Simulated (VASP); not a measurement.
# Ge3PdF4 (Pm-3m) in VASP: further runs

The runs below take Ge3PdF4 through single point, relaxation of cell and atoms, with PBE.

All numbers are computed with VASP 6.6.1; they aren't measurements. Logs are shortened: lines on timing, memory, paths and dates and some standing lists are left out, and cuts for length are marked.

## Step 1: The cell of the first run

Symmetry: Pm-3m, No. 221, cubic system. The conventional cell has a = 5.036 Å, b = 5.036 Å, c = 5.036 Å, α = 90.00°, β = 90.00°, γ = 90.00°. Within 3.3 Å of Ge (site symmetry 4/mmm) lie 6 F at 2.52 Å. Pd (site symmetry m-3m) has 6 F at 2.52 Å within 3.3 Å. Within 3.3 Å of F (site symmetry 4/mmm) lie 4 Ge at 2.52 Å and 2 Pd at 2.52 Å. Within 3.3 Å of F (site symmetry m-3m) lie 6 Ge at 2.52 Å.

## Step 2: Single point, PBE

INCAR

```
SYSTEM = Ge3PdF4
  PREC = Accurate
  ENCUT = 520
  EDIFF = 1E-6
  ISMEAR = 0
  SIGMA = 0.1
  LREAL = .FALSE.
  LASPH = .TRUE.
  NELM = 100
  ALGO = Normal
  ISIF = 2
  LWAVE = .FALSE.
  LCHARG = .FALSE.
  GGA = PE
  NBANDS = 50
```

KPOINTS

```
regular mesh
0
G
  8 8 8
  0 0 0
```

POSCAR

```
Ge3PdF4
1.0
    5.0359140619      0.0000000000      0.0000000000
    0.0000000000      5.0359140619      0.0000000000
    0.0000000000      0.0000000000      5.0359140619
Ge Pd F
3 1 4
Direct
    0.5000000000      0.0000000000      0.0000000000
    0.0000000000      0.5000000000      0.0000000000
    0.0000000000      0.0000000000      0.5000000000
    0.5000000000      0.5000000000      0.5000000000
    0.0000000000      0.5000000000      0.5000000000
    0.5000000000      0.0000000000      0.5000000000
    0.5000000000      0.5000000000      0.0000000000
    0.0000000000      0.0000000000      0.0000000000
```

Potentials or basis: VASP PAW PBE potentials, release 64 (Ge_d, Pd, F).

Started as:

```bash
> cat potpaw_PBE.64/Ge_d/POTCAR potpaw_PBE.64/Pd/POTCAR potpaw_PBE.64/F/POTCAR > POTCAR
> mpirun -np 1 vasp_std > vasp.out
```

OUTCAR:

```text
SYSTEM = Ge3PdF4
   PREC = Accurate
   ENCUT = 520
   EDIFF = 1E-6
   ISMEAR = 0
   LREAL = .FALSE.
   LASPH = .TRUE.
   NELM = 100
   ISIF = 2
   GGA = PE

 ion  position               nearest neighbor table
   1  0.500  0.000  0.000-
   2  0.000  0.500  0.000-
   3  0.000  0.000  0.500-
   4  0.500  0.500  0.500-   5 2.52   6 2.52   7 2.52   7 2.52   6 2.52   5 2.52
   5  0.000  0.500  0.500-   4 2.52   4 2.52
   6  0.500  0.000  0.500-   4 2.52   4 2.52
   7  0.500  0.500  0.000-   4 2.52   4 2.52
   8  0.000  0.000  0.000-

  LATTYP: Found a simple cubic cell.
 ALAT       =     5.0359140619

  Lattice vectors:

 A1 = (   5.0359140619,   0.0000000000,   0.0000000000)
 A2 = (   0.0000000000,   5.0359140619,   0.0000000000)
 A3 = (   0.0000000000,   0.0000000000,   5.0359140619)

Analysis of symmetry for initial positions (statically):
=====================================================================
 Subroutine PRICEL returns:
 Original cell was already a primitive cell.

 Routine SETGRP: Setting up the symmetry group for a
 simple cubic supercell.

 Subroutine GETGRP returns: Found 48 space group operations
 (whereof 48 operations were pure point group operations)
 out of a pool of 48 trial point group operations.

The static configuration has the point symmetry O_h .

Analysis of symmetry for dynamics (positions and initial velocities):
=====================================================================
 Subroutine PRICEL returns:
 Original cell was already a primitive cell.

 Routine SETGRP: Setting up the symmetry group for a
 simple cubic supercell.

 Subroutine GETGRP returns: Found 48 space group operations
 (whereof 48 operations were pure point group operations)
 out of a pool of 48 trial point group operations.

The dynamic configuration has the point symmetry O_h .

 Subroutine INISYM returns: Found 48 space group operations
 (whereof 48 operations are pure point group operations),
 and found     1 'primitive' translations

----------------------------------------------------------------------------------------

                                     Primitive cell

  volume of cell :     127.7129

  direct lattice vectors                    reciprocal lattice vectors
     5.035914062  0.000000000  0.000000000     0.198573682  0.000000000  0.000000000
     0.000000000  5.035914062  0.000000000     0.000000000  0.198573682  0.000000000
     0.000000000  0.000000000  5.035914062     0.000000000  0.000000000  0.198573682

[... 102 lines left out ...]
   ISYM   =      2    0-nonsym 1-usesym 2-fastsym
   POTIM  = 0.5000    time-step for ionic-motion
   TEBEG  =    0.0;   TEEND  =   0.0 temperature during run
   PSTRESS=    0.0 pullay stress
   NELECT =      80.0000    total number of electrons
   NUPDOWN=      -1.0000    fix difference up-down
   EMIN   =  10.00;   EMAX   =-10.00  energy-range for DOS
   EFERMI =   0.00;   METHOD = LEGACY
   ISMEAR =     0;   SIGMA  =   0.10  broadening in eV -4-tet -1-fermi 0-gaus
   EFERMI_NEDOS =   21; number of points for ismear=-14 and -15
   IALGO  =     38    algorithm
   IMIX   =      4    mixing-type and parameters
     AMIX     =   0.40;   BMIX     =  1.00
     AMIX_MAG =   1.60;   BMIX_MAG =  1.00
  volume/ion in A,a.u.               =      15.96       107.73
  Fermi-wavevector in a.u.,A,eV,Ry     =   1.400747  2.647029 26.695903  1.962094
  Thomas-Fermi vector in A             =   2.523677
   LORBIT       =      0    0 simple, 1 ext, 2 COOP (PROOUT), +10 PAW based schemes
   GGA     = PE    functional components
   LHFCALC =     F    Hartree Fock is set to
   AEXX    =    0.0000 exact exchange contribution
   IVDW    =     0    specifies the selected vdW correction
   LEPSILON=     F    determine dielectric tensor
   LRPA    =     F    only Hartree local field effects (RPA)
 non-spin polarized calculation
 Gauss-broadening in eV      SIGMA  =   0.10
  energy-cutoff  :      520.00
  volume of cell :      127.71
 maximum number of plane-waves:      3478
 NGX is ok and might be reduce to    40
   NGX = 19   NGY = 19   NGZ = 19

 number of electron      80.0000013 magnetization

 Free energy of the ion-electron system (eV)
  ---------------------------------------------------
  ext. energy  EPLUGINS =         0.00000000
  ---------------------------------------------------
  free energy    TOTEN  =       -31.65964786 eV

  energy without entropy =      -31.63044428  energy(sigma->0) =      -31.64504607

 E-fermi :   4.7909     XC(G=0): -10.3341

 val. band max:        4.7749641876   @ k =   0.3750   0.2500   0.0000
 cond. band min:       4.7963312046   @ k =   0.5000   0.3750   0.2500
 fundamental gap:      0.0213670170
 Fermi energy:         4.7908698747

 k-point     1 :       0.0000    0.0000    0.0000
  band No.  band energies     occupation
      1     -21.3018      2.00000
      2     -21.2554      2.00000
      3     -21.2554      2.00000
      4     -21.2216      2.00000
      5     -21.2216      2.00000
      6     -21.2216      2.00000
[... 1261 lines left out ...]
     49       9.0262      0.00000
     50      11.0695      0.00000

 [... further k-points ...]

------------------------ aborting loop because EDIFF is reached ----------------------------------------

  FORCE on cell =-STRESS in cart. coord.  units (eV):
  Direction    XX          YY          ZZ          XY          YZ          ZX
  --------------------------------------------------------------------------------------
  -------------------------------------------------------------------------------------
  Total       -0.1596340     -0.1596340     -0.1596340      0.0000000      0.0000000     -0.0000000
  in kB       -2.0026310     -2.0026310     -2.0026310      0.0000000      0.0000000     -0.0000000
  external PRESSURE =      -2.0026310 kB  Pullay stress =       0.0000000 kB

 VOLUME and BASIS-vectors are now :
 -----------------------------------------------------------------------------
  energy-cutoff  :      520.00
  volume of cell :      127.71
      direct lattice vectors                 reciprocal lattice vectors
     5.035914062  0.000000000  0.000000000     0.198573682  0.000000000  0.000000000
     0.000000000  5.035914062  0.000000000     0.000000000  0.198573682  0.000000000
     0.000000000  0.000000000  5.035914062     0.000000000  0.000000000  0.198573682

 POSITION                                       TOTAL-FORCE (eV/Angst)
 -----------------------------------------------------------------------------------
      2.51796      0.00000      0.00000         0.000000      0.000000      0.000000
      0.00000      2.51796      0.00000         0.000000      0.000000      0.000000
      0.00000      0.00000      2.51796         0.000000      0.000000      0.000000
      2.51796      2.51796      2.51796         0.000000      0.000000      0.000000
      0.00000      2.51796      2.51796         0.000000      0.000000      0.000000
      2.51796      0.00000      2.51796         0.000000      0.000000      0.000000
      2.51796      2.51796      0.00000         0.000000      0.000000      0.000000
      0.00000      0.00000      0.00000         0.000000      0.000000      0.000000
 -----------------------------------------------------------------------------------
    total drift:                               -0.000000      0.000000     -0.000000

  FREE ENERGIE OF THE ION-ELECTRON SYSTEM (eV)
  ---------------------------------------------------
  free  energy   TOTEN  =       -31.6596478606 eV

  energy  without entropy=      -31.6304442823  energy(sigma->0) =      -31.64504607
```

OSZICAR:

```text
N       E                     dE             d eps       ncg     rms          rms(c)
DAV:   1     0.105068518101E+04    0.10507E+04   -0.36644E+04  4570   0.373E+03
DAV:   2     0.180350959888E+03   -0.87033E+03   -0.81946E+03  3564   0.102E+03
DAV:   3    -0.175753459135E+02   -0.19793E+03   -0.18696E+03  3948   0.250E+02
DAV:   4    -0.350202018746E+02   -0.17445E+02   -0.17127E+02  3870   0.841E+01
DAV:   5    -0.355302890205E+02   -0.51009E+00   -0.50794E+00  3764   0.148E+01    0.113E+01
DAV:   6    -0.324384309238E+02    0.30919E+01   -0.14505E+01  4238   0.262E+01    0.965E+00
DAV:   7    -0.327200582065E+02   -0.28163E+00   -0.10553E+01  3570   0.116E+01    0.718E+00
DAV:   8    -0.319390983165E+02    0.78096E+00   -0.82447E-01  3812   0.530E+00    0.379E+00
DAV:   9    -0.316953985881E+02    0.24370E+00   -0.99242E-01  3950   0.400E+00    0.205E+00
DAV:  10    -0.316711252066E+02    0.24273E-01   -0.27802E-01  3838   0.236E+00    0.913E-01
DAV:  11    -0.316603069157E+02    0.10818E-01   -0.18320E-02  4420   0.697E-01    0.264E-01
DAV:  12    -0.316596304793E+02    0.67644E-03   -0.31241E-03  3946   0.303E-01    0.821E-02
DAV:  13    -0.316597377397E+02   -0.10726E-03   -0.37589E-04  4130   0.137E-01    0.869E-02
DAV:  14    -0.316596512074E+02    0.86532E-04   -0.13462E-04  3584   0.565E-02    0.113E-02
DAV:  15    -0.316596477264E+02    0.34809E-05   -0.98522E-06  3120   0.171E-02    0.411E-03
DAV:  16    -0.316596478606E+02   -0.13413E-06   -0.15852E-06  1892   0.987E-03
   1 F= -.31659648E+02 E0= -.31645046E+02  d E =-.292036E-01
```

Run time: 4.6 min. Hardware: 1 thread of Intel Xeon 6975P-C (Granite Rapids), shared host; peak memory 0.35 GiB.

Results:

| Property | Result |
| --- | --- |
| Free energy | -31.6596 eV |
| Pressure | -0.2 GPa |
| Band gap on the k mesh | zero (bands 40 and 41 overlap by 2.12 eV) |

Levels at points of the mesh, in eV from the Fermi level:
| k point | band 37 | band 38 | band 39 | band 40 | band 41 | band 42 | band 43 | band 44 |
| --- | --- | --- | --- | --- | --- | --- | --- | --- |
| (0.00, 0.00, 0.00) | -1.38 | -0.95 | -0.95 | 1.13 | 1.13 | 1.13 | 2.13 | 3.14 |
| (0.50, 0.00, 0.00) | -1.21 | -1.07 | -0.61 | 0.27 | 1.00 | 1.52 | 1.52 | 1.57 |
| (0.50, 0.50, 0.00) | -1.20 | -1.10 | -0.47 | -0.20 | -0.05 | 0.61 | 0.61 | 1.69 |
| (0.50, 0.50, 0.50) | -1.22 | -1.22 | -0.99 | -0.99 | -0.99 | -0.04 | -0.04 | 2.49 |

## Step 3: Relaxation of cell and atoms, PBE

INCAR

```
SYSTEM = Ge3PdF4
ALGO = Normal ; EDIFF = 1E-7
EDIFFG = -0.01 ; ENCUT = 600
GGA = PE ; IBRION = 2
ISIF = 3 ; ISMEAR = 0
LASPH = .True. ; LCHARG = .False.
LREAL = .False. ; LWAVE = .False.
NELM = 100 ; NSW = 100
PREC = Accurate ; SIGMA = 0.1
```

KPOINTS

```
k-points
0
Gamma
  8 8 8
  0 0 0
```

POSCAR is that of step 2.

Potentials or basis: VASP PAW PBE potentials, release 64 (Ge_d, Pd, F).

Started as:

```bash
> cat potpaw_PBE.64/Ge_d/POTCAR potpaw_PBE.64/Pd/POTCAR potpaw_PBE.64/F/POTCAR > POTCAR
> mpirun -np 1 vasp_std > vasp.out
```

It took 8.5 min on 1 thread of Intel Xeon 6975P-C (Granite Rapids), shared host; peak memory 0.39 GiB.

The run converged. Its results:

```yaml
Free_energy: -31.6655 eV
Relaxed_volume: 15.91 Å³/atom
Relaxed_cell: a = 5.030 Å, b = 5.030 Å, c = 5.030 Å, α = 90.00°, β = 90.00°, γ = 90.00°
Space_group_after_relaxing_to_0.1_Å: Pm-3m (No. 221)
Energy_gained_by_relaxing: 0.0 meV/atom
Ionic_steps: 2
Pressure_after_relaxing: 0.0 GPa
Band_gap_on_the_k_mesh: zero (bands 40 and 41 overlap by 2.12 eV)
```

The path:
| step | energy change (eV) | largest force (eV/Å) | pressure (GPa) | volume (Å³) |
| --- | --- | --- | --- | --- |
| 1 | 0.0000 | 0.0000 | -0.22 | 127.71 |
| 2 | -0.0003 | 0.0000 | -0.01 | 127.30 |

Final structure:
```
Ge Pd F
1.0
     5.03047    0.00000    0.00000
     0.00000    5.03047    0.00000
     0.00000    0.00000    5.03047
Ge Pd F
3 1 4
Direct
  0.50000 0.00000 0.00000
  0.00000 0.50000 0.00000
  0.00000 0.00000 0.50000
  0.50000 0.50000 0.50000
  0.00000 0.50000 0.50000
  0.50000 0.00000 0.50000
  0.50000 0.50000 0.00000
  0.00000 0.00000 0.00000
```

Levels at points of the mesh, in eV from the Fermi level:
```tsv
k point	band 37	band 38	band 39	band 40	band 41	band 42	band 43	band 44
(0.00, 0.00, 0.00)	-1.38	-0.96	-0.96	1.13	1.13	1.13	2.13	3.15
(0.50, 0.00, 0.00)	-1.22	-1.08	-0.61	0.27	1.00	1.52	1.52	1.57
(0.50, 0.50, 0.00)	-1.21	-1.11	-0.47	-0.20	-0.05	0.61	0.61	1.69
(0.50, 0.50, 0.50)	-1.23	-1.23	-1.00	-1.00	-1.00	-0.04	-0.04	2.50
```

## Step 4: Single point, PBE

This run uses another cell than the first one, of 12.19 Å³/atom.

INCAR

```
SYSTEM = Ge3PdF4
ALGO = Normal ; EDIFF = 1E-6
ENCUT = 520 ; GGA = PE
ISIF = 2 ; ISMEAR = 0
LASPH = .TRUE. ; LCHARG = .FALSE.
LREAL = .FALSE. ; LWAVE = .FALSE.
NBANDS = 50 ; NELM = 100
PREC = Accurate ; SIGMA = 0.1
```

KPOINTS

```
k-points
0
G
  4 4 4
  0 0 0
```

Changes to POSCAR since step 3:

```diff
@@ -2,5 +2,5 @@
 1.0
-    5.0359140619      0.0000000000      0.0000000000
-    0.0000000000      5.0359140619      0.0000000000
-    0.0000000000      0.0000000000      5.0359140619
+    4.6024431100      0.0000000000      0.0000000000
+    0.0000000000      4.6024431100      0.0000000000
+    0.0000000000      0.0000000000      4.6024431100
 Ge Pd F
```

Started as:

```bash
> cat potpaw_PBE.64/Ge_d/POTCAR potpaw_PBE.64/Pd/POTCAR potpaw_PBE.64/F/POTCAR > POTCAR
> mpirun -np 1 vasp_std > vasp.out
```

Run time: 62 s. Hardware: 1 thread of Intel Xeon 6975P-C (Granite Rapids), shared host; peak memory 0.22 GiB.

Results (log left out):

```
Free energy            : -29.1290 eV
Pressure               : 33.9 GPa
Band gap on the k mesh : zero (bands 40 and 41 overlap by 3.04 eV)
```

Levels at points of the mesh, in eV from the Fermi level:
```tsv
k point	band 35	band 36	band 37	band 38	band 39	band 40	band 41	band 42	band 43	band 44
(0.00, 0.00, 0.00)	-2.39	-2.39	-2.39	-1.53	-1.53	1.41	1.41	1.41	2.66	4.21
(0.50, 0.00, 0.00)	-2.35	-2.00	-2.00	-1.67	-0.85	0.44	1.35	1.88	1.88	2.01
(0.50, 0.50, 0.00)	-2.10	-1.98	-1.98	-1.73	-0.56	-0.43	-0.04	0.73	0.73	1.86
(0.50, 0.50, 0.50)	-2.69	-1.82	-1.82	-1.82	-1.62	-1.62	-1.62	-0.03	-0.03	3.03
```

Caveat: the cell stands under pressure.

## Step 5: Summary

```tsv
task	cell	k mesh	cutoff (eV)	gap on the mesh (eV)	pressure (GPa)
single point	a = 5.036 Å, 8 atoms	8 × 8 × 8	520	none	-0.2
relaxation of cell and atoms	relaxed from a = 5.036 Å, 8 atoms	8 × 8 × 8	600	none	0.0
single point	a = 4.602 Å, 8 atoms	4 × 4 × 4	520	none	33.9
```

Alike in all rows: level PBE; potentials or basis VASP PAW PBE potentials, release 64 (Ge_d, Pd, F); no spin polarisation; smearing gaussian 0.1 eV.

Caveats: the cell stands under pressure (at least some runs).

Total energies depend on the potentials used, so only differences within one code and one set of settings carry meaning.
